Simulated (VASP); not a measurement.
# KBr (Fm-3m) in VASP: settings compared, part 2 of 2

VASP 6.6.1. The steps go on from the part before.

**3. Single point, RPBE+D4**

This run uses another cell than the first one, of 38.50 Å³/atom, 1.065 times its volume.

The input, INCAR:

```
ALGO = Normal
EDIFF = 1E-6
ENCUT = 520
GGA = RP
ISIF = 2
ISMEAR = -1
IVDW = 13
LASPH = True
LCHARG = True
LELF = True
LREAL = False
LVHAR = True
LWAVE = False
NBANDS = 15
NELM = 60
PREC = Accurate
SIGMA = 0.05
```

The input, KPOINTS:

```
k-points
0
Gamma
  7 7 7
```

The input, POSCAR:

```
KBr
1.0
    0.0000000000      3.3767198633      3.3767198633
    3.3767198633      0.0000000000      3.3767198633
    3.3767198633      3.3767198633      0.0000000000
Br K
1 1
Direct
    0.5000000000      0.5000000000      0.5000000000
    0.0000000000      0.0000000000      0.0000000000
```

Potentials or basis: VASP PAW PBE potentials, release 64 (Br, K_sv).

The run is started by

```bash
> cat potpaw_PBE.64/Br/POTCAR potpaw_PBE.64/K_sv/POTCAR > POTCAR
> mpirun -np 1 vasp_std > vasp.out
```

OUTCAR:

```text
EDIFF = 1E-6
   ENCUT = 520
   GGA = RP
   ISIF = 2
   ISMEAR = -1
   IVDW = 13
   LASPH = True
   LREAL = False
   NELM = 60
   PREC = Accurate

 ion  position               nearest neighbor table
   1  0.500  0.500  0.500-
   2  0.000  0.000  0.000-

  LATTYP: Found a face centered cubic cell.
 ALAT       =     6.7534397266

  Lattice vectors:

 A1 = (   0.0000000000,   3.3767198633,   3.3767198633)
 A2 = (   3.3767198633,   0.0000000000,   3.3767198633)
 A3 = (   3.3767198633,   3.3767198633,   0.0000000000)

Analysis of symmetry for initial positions (statically):
=====================================================================
 Subroutine PRICEL returns:
 Original cell was already a primitive cell.

 Routine SETGRP: Setting up the symmetry group for a
 face centered cubic supercell.

 Subroutine GETGRP returns: Found 48 space group operations
 (whereof 48 operations were pure point group operations)
 out of a pool of 48 trial point group operations.

The static configuration has the point symmetry O_h .

Analysis of symmetry for dynamics (positions and initial velocities):
=====================================================================
 Subroutine PRICEL returns:
 Original cell was already a primitive cell.

 Routine SETGRP: Setting up the symmetry group for a
 face centered cubic supercell.

 Subroutine GETGRP returns: Found 48 space group operations
 (whereof 48 operations were pure point group operations)
 out of a pool of 48 trial point group operations.

The dynamic configuration has the point symmetry O_h .

 Subroutine INISYM returns: Found 48 space group operations
 (whereof 48 operations are pure point group operations),
 and found     1 'primitive' translations

----------------------------------------------------------------------------------------

                                     Primitive cell

  volume of cell :      77.0043

  direct lattice vectors                    reciprocal lattice vectors
     0.000000000  3.376719863  3.376719863    -0.148072692  0.148072692  0.148072692
     3.376719863  0.000000000  3.376719863     0.148072692 -0.148072692  0.148072692
     3.376719863  3.376719863  0.000000000     0.148072692  0.148072692 -0.148072692

  length of vectors
     4.775403027  4.775403027  4.775403027     0.256469426  0.256469426  0.256469426

  position of ions in fractional coordinates (direct lattice)
     0.500000000  0.500000000  0.500000000
     0.000000000  0.000000000  0.000000000

  ion indices of the primitive-cell ions
   primitive index   ion index
                 1           1
                 2           2

----------------------------------------------------------------------------------------

 KPOINTS: k-points

Automatic generation of k-mesh.
 Grid dimensions read from file:
 generate k-points for:    7    7    7

 Generating k-lattice:

  Cartesian coordinates                     Fractional coordinates (reciprocal lattice)
    -0.021153242  0.021153242  0.021153242     0.142857143  0.000000000  0.000000000
     0.021153242 -0.021153242  0.021153242     0.000000000  0.142857143  0.000000000
     0.021153242  0.021153242 -0.021153242     0.000000000  0.000000000  0.142857143

  Length of vectors
     0.036638489  0.036638489  0.036638489

  Shift w.r.t. Gamma in fractional coordinates (k-lattice)
     0.000000000  0.000000000  0.000000000

 Subroutine IBZKPT returns following result:
 ===========================================

 Found     20 irreducible k-points:

 Following reciprocal coordinates:
            Coordinates               Weight
  0.000000  0.000000  0.000000      1.000000
  0.142857  0.000000  0.000000      8.000000
  0.285714  0.000000  0.000000      8.000000
  0.428571  0.000000  0.000000      8.000000
  0.142857  0.142857  0.000000      6.000000
  0.285714  0.142857  0.000000     24.000000
[... 12 lines left out ...]
 -0.428571  0.428571  0.142857     24.000000
 -0.285714  0.428571  0.142857     24.000000
   k-points           NKPTS =     20   k-points in BZ     NKDIM =     20   number of bands    NBANDS=     15
   number of dos      NEDOS =    301   number of ions     NIONS =      2
   total plane-waves  NPLWV =  46656
   dimension x,y,z NGX =    36 NGY =   36 NGZ =   36
   dimension x,y,z NGXF=    72 NGYF=   72 NGZF=   72
   ions per type =               1   1
   NGX,Y,Z   is equivalent  to a cutoff of  12.53, 12.53, 12.53 a.u.
   NGXF,Y,Z  is equivalent  to a cutoff of  25.07, 25.07, 25.07 a.u.
 SYSTEM =  unknown system
   PREC   = accura    normal or accurate (medium, high low for compatibility)
   ISTART =      0    job   : 0-new  1-cont  2-samecut
   ICHARG =      2    charge: 1-file 2-atom 10-const
   ISPIN  =      1    spin polarized calculation?
   LNONCOLLINEAR =      F non collinear calculations
   LSORBIT =      F    spin-orbit coupling
   LASPH  =      T    aspherical Exc in radial PAW
   ENCUT  =  520.0 eV  38.22 Ry    6.18 a.u.   8.88  8.88  8.88*2*pi/ulx,y,z
   NELM   =     60;   NELMIN=  2; NELMDL= -5     # of ELM steps
   EDIFF  = 0.1E-05   stopping-criterion for ELM
   LREAL  =      F    real-space projection
   EDIFFG = 0.1E-04   stopping-criterion for IOM
   NSW    =      0    number of steps for IOM
   IBRION =     -1    ionic relax: 0-MD 1-quasi-New 2-CG
   NFREE  =      0    steps in history (QN), initial steepest desc. (CG)
   ISIF   =      2    stress and relaxation
   ISYM   =      2    0-nonsym 1-usesym 2-fastsym
   POTIM  = 0.5000    time-step for ionic-motion
   TEBEG  =    0.0;   TEEND  =   0.0 temperature during run
   PSTRESS=    0.0 pullay stress
   NELECT =      16.0000    total number of electrons
   NUPDOWN=      -1.0000    fix difference up-down
   EMIN   =  10.00;   EMAX   =-10.00  energy-range for DOS
   EFERMI =   0.00;   METHOD = LEGACY
   ISMEAR =    -1;   SIGMA  =   0.05  broadening in eV -4-tet -1-fermi 0-gaus
   EFERMI_NEDOS =   21; number of points for ismear=-14 and -15
   IALGO  =     38    algorithm
   IMIX   =      4    mixing-type and parameters
     AMIX     =   0.40;   BMIX     =  1.00
     AMIX_MAG =   1.60;   BMIX_MAG =  1.00
  volume/ion in A,a.u.               =      38.50       259.83
  Fermi-wavevector in a.u.,A,eV,Ry     =   0.969638  1.832351 12.792178  0.940199
  Thomas-Fermi vector in A             =   2.099707
   LORBIT       =      0    0 simple, 1 ext, 2 COOP (PROOUT), +10 PAW based schemes
   GGA     = RP    functional components
   LHFCALC =     F    Hartree Fock is set to
   AEXX    =    0.0000 exact exchange contribution
   IVDW    =    13    specifies the selected vdW correction
   LEPSILON=     F    determine dielectric tensor
   LRPA    =     F    only Hartree local field effects (RPA)
 non-spin polarized calculation
  energy-cutoff  :      520.00
  volume of cell :       77.00
 maximum number of plane-waves:      2089
   NGX = 17   NGY = 17   NGZ = 17

 number of electron      16.0000003 magnetization

 Free energy of the ion-electron system (eV)
  ---------------------------------------------------
  ext. energy  EPLUGINS =         0.00000000
  ---------------------------------------------------
  free energy    TOTEN  =        -5.90881277 eV

  energy without entropy =       -5.90881277  energy(sigma->0) =       -5.90881277

 E-fermi :  -0.7946     XC(G=0):  -6.7541

 val. band max:       -1.8657147115   @ k =   0.0000   0.0000   0.0000
 cond. band min:       2.7196492020   @ k =   0.0000   0.0000   0.0000
 fundamental gap:      4.5853639135
 Fermi energy:        -0.7945875830

 k-point     1 :       0.0000    0.0000    0.0000
  band No.  band energies     occupation
      1     -29.9211      2.00000
      2     -14.0333      2.00000
      3     -13.3475      2.00000
      4     -13.3475      2.00000
      5     -13.3475      2.00000
      6      -1.8657      2.00000
      7      -1.8657      2.00000
      8      -1.8657      2.00000
      9       2.7196      0.00000
     10       5.8975      0.00000
     11       5.8975      0.00000
     12       5.8975      0.00000
     13       6.6208      0.00000
     14       6.6208      0.00000
[... 329 lines left out ...]
      2     -14.0691      2.00000
      3     -13.3940      2.00000
      4     -13.3773      2.00000
      5     -13.2418      2.00000
      6      -2.4371      2.00000
      7      -2.4050      2.00000
      8      -2.2187      2.00000
      9       5.3705      0.00000
     10       6.0405      0.00000
     11       6.4089      0.00000
     12       7.0922      0.00000
     13       8.4697      0.00000
     14       8.5135      0.00000
     15       9.1782      0.00000

------------------------ aborting loop because EDIFF is reached ----------------------------------------

  DFT-D4 for vdW energy calculation

  Edisp (eV):   -0.38346

  FORCE on cell =-STRESS in cart. coord.  units (eV):
  Direction    XX          YY          ZZ          XY          YZ          ZX
  --------------------------------------------------------------------------------------
  -------------------------------------------------------------------------------------
  Total       0.01265     0.01265     0.01265     0.00000     0.00000     0.00000
  in kB       0.26318     0.26318     0.26318     0.00000     0.00000     0.00000
  external pressure =        0.26 kB  Pullay stress =        0.00 kB

 VOLUME and BASIS-vectors are now :
 -----------------------------------------------------------------------------
  energy-cutoff  :      520.00
  volume of cell :       77.00
      direct lattice vectors                 reciprocal lattice vectors
     0.000000000  3.376719863  3.376719863    -0.148072692  0.148072692  0.148072692
     3.376719863  0.000000000  3.376719863     0.148072692 -0.148072692  0.148072692
     3.376719863  3.376719863  0.000000000     0.148072692  0.148072692 -0.148072692

 POSITION                                       TOTAL-FORCE (eV/Angst)
 -----------------------------------------------------------------------------------
      3.37672      3.37672      3.37672         0.000000      0.000000      0.000000
      0.00000      0.00000      0.00000        -0.000000     -0.000000     -0.000000
 -----------------------------------------------------------------------------------
    total drift:                                0.000000      0.000000      0.000000

  FREE ENERGIE OF THE ION-ELECTRON SYSTEM (eV)
  ---------------------------------------------------
  free  energy   TOTEN  =        -6.2922743027 eV

  energy  without entropy=       -6.2922743027  energy(sigma->0) =       -6.29227430
```

It took 58 s on 1 thread of AMD EPYC, shared host; peak memory 0.18 GiB.

Results:

```yaml
Free_energy: -6.2923 eV
Pressure: 0.0 GPa
Band_gap_on_the_k_mesh: 4.59 eV, direct
Dispersion_energy_per_atom: -0.192 eV
```

Levels at points of the mesh, in eV from the valence-band top:
```tsv
k point	band 6	band 7	band 8	band 9	band 10	band 11
(0.00, 0.00, 0.00)	0.00	0.00	0.00	4.59	7.76	7.76
```

Caveat: the PAW data sets were made with another functional, which shifts forces and pressure a little. A k mesh can miss the band edges.

**4. Single point, revPBE+D4**

This run uses another cell than the first one, of 37.99 Å³/atom, 1.050 times its volume.

The input, INCAR:

```
SYSTEM = KBr
ALGO = Normal ; EDIFF = 1E-7
ENCUT = 520 ; GGA = RE
ISIF = 2 ; ISMEAR = -1
IVDW = 13 ; LASPH = .TRUE.
LCHARG = .FALSE. ; LREAL = .FALSE.
LWAVE = .FALSE. ; NBANDS = 15
NELM = 80 ; PREC = Accurate
SIGMA = 0.05
```

The input, KPOINTS:

```
k-points
0
G
  7 7 7
  0 0 0
```

The input, POSCAR:

```
KBr
1.0
    0.0000000000      3.3615463381      3.3615463381
    3.3615463381      0.0000000000      3.3615463381
    3.3615463381      3.3615463381      0.0000000000
Br K
1 1
Direct
    0.5000000000      0.5000000000      0.5000000000
    0.0000000000      0.0000000000      0.0000000000
```

Potentials or basis: VASP PAW PBE potentials, release 64 (Br, K_sv).

The run is started by

```bash
> cat potpaw_PBE.64/Br/POTCAR potpaw_PBE.64/K_sv/POTCAR > POTCAR
> mpirun -np 1 vasp_std > vasp.out
```

OUTCAR:

```text
SYSTEM = KBr
   EDIFF = 1E-7
   ENCUT = 520
   GGA = RE
   ISIF = 2
   ISMEAR = -1
   IVDW = 13
   LASPH = .TRUE.
   LREAL = .FALSE.
   NELM = 80
   PREC = Accurate

 ion  position               nearest neighbor table
   1  0.500  0.500  0.500-
   2  0.000  0.000  0.000-

  LATTYP: Found a face centered cubic cell.
 ALAT       =     6.7230926762

  Lattice vectors:

 A1 = (   0.0000000000,   3.3615463381,   3.3615463381)
 A2 = (   3.3615463381,   0.0000000000,   3.3615463381)
 A3 = (   3.3615463381,   3.3615463381,   0.0000000000)

Analysis of symmetry for initial positions (statically):
=====================================================================
 Subroutine PRICEL returns:
 Original cell was already a primitive cell.

 Routine SETGRP: Setting up the symmetry group for a
 face centered cubic supercell.

 Subroutine GETGRP returns: Found 48 space group operations
 (whereof 48 operations were pure point group operations)
 out of a pool of 48 trial point group operations.

The static configuration has the point symmetry O_h .

Analysis of symmetry for dynamics (positions and initial velocities):
=====================================================================
 Subroutine PRICEL returns:
 Original cell was already a primitive cell.

 Routine SETGRP: Setting up the symmetry group for a
 face centered cubic supercell.

 Subroutine GETGRP returns: Found 48 space group operations
 (whereof 48 operations were pure point group operations)
 out of a pool of 48 trial point group operations.

The dynamic configuration has the point symmetry O_h .

 Subroutine INISYM returns: Found 48 space group operations
 (whereof 48 operations are pure point group operations),
 and found     1 'primitive' translations

----------------------------------------------------------------------------------------

                                     Primitive cell

  volume of cell :      75.9709

  direct lattice vectors                    reciprocal lattice vectors
[... 112 lines left out ...]
   LRPA    =     F    only Hartree local field effects (RPA)
 non-spin polarized calculation
  energy-cutoff  :      520.00
  volume of cell :       75.97
 maximum number of plane-waves:      2085
   NGX = 17   NGY = 17   NGZ = 17

 number of electron      16.0000002 magnetization

 Free energy of the ion-electron system (eV)
  ---------------------------------------------------
  ext. energy  EPLUGINS =         0.00000000
  ---------------------------------------------------
  free energy    TOTEN  =        -5.90277210 eV

  energy without entropy =       -5.90277210  energy(sigma->0) =       -5.90277210

 E-fermi :  -0.7431     XC(G=0):  -6.8539

 val. band max:       -1.8413623663   @ k =   0.0000   0.0000   0.0000
 cond. band min:       2.7402457860   @ k =   0.0000   0.0000   0.0000
 fundamental gap:      4.5816081523
 Fermi energy:        -0.7430959904

 k-point     1 :       0.0000    0.0000    0.0000
  band No.  band energies     occupation
      1     -29.8386      2.00000
      2     -14.0323      2.00000
      3     -13.2771      2.00000
      4     -13.2771      2.00000
      5     -13.2771      2.00000
      6      -1.8414      2.00000
      7      -1.8414      2.00000
      8      -1.8414      2.00000
      9       2.7402      0.00000
     10       5.9109      0.00000
     11       5.9109      0.00000
     12       5.9109      0.00000
     13       6.6379      0.00000
     14       6.6379      0.00000
[... 329 lines left out ...]
      2     -14.0628      2.00000
      3     -13.3268      2.00000
      4     -13.3089      2.00000
      5     -13.1735      2.00000
      6      -2.4301      2.00000
      7      -2.3953      2.00000
      8      -2.2058      2.00000
      9       5.3838      0.00000
     10       6.0665      0.00000
     11       6.4658      0.00000
     12       7.1420      0.00000
     13       8.5271      0.00000
     14       8.5804      0.00000
     15       9.2579      0.00000

------------------------ aborting loop because EDIFF is reached ----------------------------------------

  DFT-D4 for vdW energy calculation

  Edisp (eV):   -0.34572

  FORCE on cell =-STRESS in cart. coord.  units (eV):
  Direction    XX          YY          ZZ          XY          YZ          ZX
  --------------------------------------------------------------------------------------
  -------------------------------------------------------------------------------------
  Total       0.02992     0.02992     0.02992    -0.00000     0.00000     0.00000
  in kB       0.63096     0.63096     0.63096    -0.00000     0.00000     0.00000
  external pressure =        0.63 kB  Pullay stress =        0.00 kB

 VOLUME and BASIS-vectors are now :
 -----------------------------------------------------------------------------
  energy-cutoff  :      520.00
  volume of cell :       75.97
      direct lattice vectors                 reciprocal lattice vectors
     0.000000000  3.361546338  3.361546338    -0.148741070  0.148741070  0.148741070
     3.361546338  0.000000000  3.361546338     0.148741070 -0.148741070  0.148741070
     3.361546338  3.361546338  0.000000000     0.148741070  0.148741070 -0.148741070

 POSITION                                       TOTAL-FORCE (eV/Angst)
 -----------------------------------------------------------------------------------
      3.36155      3.36155      3.36155        -0.000000      0.000000     -0.000000
      0.00000      0.00000      0.00000         0.000000     -0.000000      0.000000
 -----------------------------------------------------------------------------------
    total drift:                                0.000000      0.000000      0.000000

  FREE ENERGIE OF THE ION-ELECTRON SYSTEM (eV)
  ---------------------------------------------------
  free  energy   TOTEN  =        -6.2484889465 eV

  energy  without entropy=       -6.2484889465  energy(sigma->0) =       -6.24848895
```

OSZICAR:

```text
N       E                     dE             d eps       ncg     rms          rms(c)
DAV:   1     0.101638385808E+03    0.10164E+03   -0.68933E+03   600   0.936E+02
DAV:   2     0.458723475945E-01   -0.10159E+03   -0.94600E+02   805   0.228E+02
DAV:   3    -0.585034816376E+01   -0.58962E+01   -0.58661E+01   831   0.488E+01
DAV:   4    -0.606270071370E+01   -0.21235E+00   -0.21231E+00   926   0.807E+00
DAV:   5    -0.606408414412E+01   -0.13834E-02   -0.13834E-02   838   0.716E-01    0.273E+00
DAV:   6    -0.588352752319E+01    0.18056E+00   -0.24076E-01   754   0.231E+00    0.194E+00
DAV:   7    -0.588219074839E+01    0.13368E-02   -0.13844E-01   817   0.199E+00    0.917E-01
DAV:   8    -0.590034816154E+01   -0.18157E-01   -0.20683E-02   629   0.103E+00    0.138E-01
DAV:   9    -0.590205070617E+01   -0.17025E-02   -0.17553E-03   817   0.254E-01    0.952E-02
DAV:  10    -0.590271126411E+01   -0.66056E-03   -0.81138E-04   621   0.167E-01    0.219E-02
DAV:  11    -0.590276041706E+01   -0.49153E-04   -0.70348E-05   779   0.481E-02    0.676E-03
DAV:  12    -0.590277152208E+01   -0.11105E-04   -0.24629E-05   642   0.321E-02    0.374E-03
DAV:  13    -0.590277176711E+01   -0.24503E-06   -0.35997E-07   838   0.344E-03    0.117E-03
DAV:  14    -0.590277214812E+01   -0.38101E-06   -0.33930E-07   634   0.338E-03    0.804E-04
DAV:  15    -0.590277209815E+01    0.49966E-07   -0.12046E-08   531   0.702E-04
   1 F= -.62484889E+01 E0= -.62484889E+01  d E =-.384646E-10
```

Run time: 66 s. Hardware: 1 thread of AMD EPYC, shared host; peak memory 0.18 GiB.

What came out:

| Property | Result |
| --- | --- |
| Free energy | -6.2485 eV |
| Pressure | 0.1 GPa |
| Band gap on the k mesh | 4.58 eV, direct |
| Dispersion energy per atom | -0.173 eV |

Levels at points of the mesh, in eV from the valence-band top:
```
           k point  band 6  band 7  band 8  band 9  band 10  band 11
(0.00, 0.00, 0.00)    0.00    0.00    0.00    4.58     7.75     7.75
```

Caveat: the PAW data sets were made with another functional, which shifts forces and pressure a little.

**5. Summary**

```csv
level,cell,gap on the mesh (eV),pressure (GPa)
revPBE+D3(BJ),"a = 4.677 Å, angles 60.0°, 2 atoms",4.71,0.0
RPBE+D4,"a = 4.775 Å, angles 60.0°, 2 atoms",4.59,0.0
revPBE+D4,"a = 4.754 Å, angles 60.0°, 2 atoms",4.58,0.1
```

Alike in all rows: task single point; potentials or basis VASP PAW PBE potentials, release 64 (Br, K_sv); no spin polarisation; k mesh 7 × 7 × 7; cutoff (eV) 520; smearing fermi-dirac 0.05 eV.

Caveats: the PAW data sets were made with another functional, which shifts forces and pressure a little.

Total energies depend on the potentials used, so only differences within one code and one set of settings carry meaning.
